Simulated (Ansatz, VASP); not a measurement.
GeB27P26 in VASP and in Ansatz

```
CELL_PARAMETERS angstrom
0.00000 6.80700 6.80700
6.80700 0.00000 6.80700
6.80700 6.80700 0.00000
ATOMIC_POSITIONS crystal
B 0.99633 0.99633 0.99633
B 0.99633 0.99633 0.34435
B 0.00040 0.00040 0.66626
B 0.99633 0.34435 0.99633
B 0.99994 0.33318 0.33318
B 0.99994 0.33318 0.66704
B 0.00040 0.66626 0.00040
B 0.99994 0.66704 0.33318
B 0.00040 0.66626 0.66626
B 0.34435 0.99633 0.99633
B 0.33318 0.99994 0.33318
B 0.33318 0.99994 0.66704
B 0.33318 0.33318 0.99994
B 0.33333 0.33333 0.33333
B 0.33318 0.33318 0.66704
B 0.33318 0.66704 0.99994
B 0.33318 0.66704 0.33318
B 0.33348 0.66662 0.66662
B 0.66626 0.00040 0.00040
B 0.66704 0.99994 0.33318
B 0.66626 0.00040 0.66626
B 0.66704 0.33318 0.99994
B 0.66704 0.33318 0.33318
B 0.66662 0.33348 0.66662
B 0.66626 0.66626 0.00040
B 0.66662 0.66662 0.33348
B 0.66662 0.66662 0.66662
Ge 0.08333 0.08333 0.08333
P 0.08274 0.08274 0.41765
P 0.08274 0.08274 0.75021
P 0.08274 0.41765 0.08274
P 0.08333 0.41667 0.41667
P 0.08274 0.41765 0.75021
P 0.08274 0.75021 0.08274
P 0.08274 0.75021 0.41765
P 0.08337 0.74999 0.74999
P 0.41765 0.08274 0.08274
P 0.41667 0.08333 0.41667
P 0.41765 0.08274 0.75021
P 0.41667 0.41667 0.08333
P 0.41667 0.41667 0.41667
P 0.41660 0.41660 0.75007
P 0.41765 0.75021 0.08274
P 0.41660 0.75007 0.41660
P 0.41660 0.75007 0.75007
P 0.75021 0.08274 0.08274
P 0.75021 0.08274 0.41765
P 0.74999 0.08337 0.74999
P 0.75021 0.41765 0.08274
P 0.75007 0.41660 0.41660
P 0.75007 0.41660 0.75007
P 0.74999 0.74999 0.08337
P 0.75007 0.75007 0.41660
P 0.74999 0.74999 0.74999
```

Alike in both runs: functional PBE; k mesh 3 × 3 × 3; occupations fermi-dirac, width 0.01 eV; collinear spin.

Ansatz relaxed the structure, and its values are those at the end. VASP's run is a single point on that final structure, the one shown.

|  | VASP | Ansatz |
| --- | --- | --- |
| version | VASP 6.6.1 | Ansatz 0.2.0 |
| potentials or method | VASP PAW PBE potentials, release 64 (B, Ge_d, P) | plane-wave PAW, scalar-relativistic |
| plane-wave cutoff (eV) | 420 | 420 |
| valence electrons in the cell | 225 | 225 |

```tsv
	VASP	Ansatz	Ansatz less VASP
rms of the force components (eV/Å)	0.004	0.004	+0.0001
net moment per atom (μB)	0.01	0.01	0.000
size of the moment on the site where the two differ most (μB)	0.05	0.02	-0.032
```

Site moments also hang on the region over which each program counts them. The functional is the same, so the differences come from potentials, cutoffs and numerics. Ansatz's warnings: stress scf threshold loose.
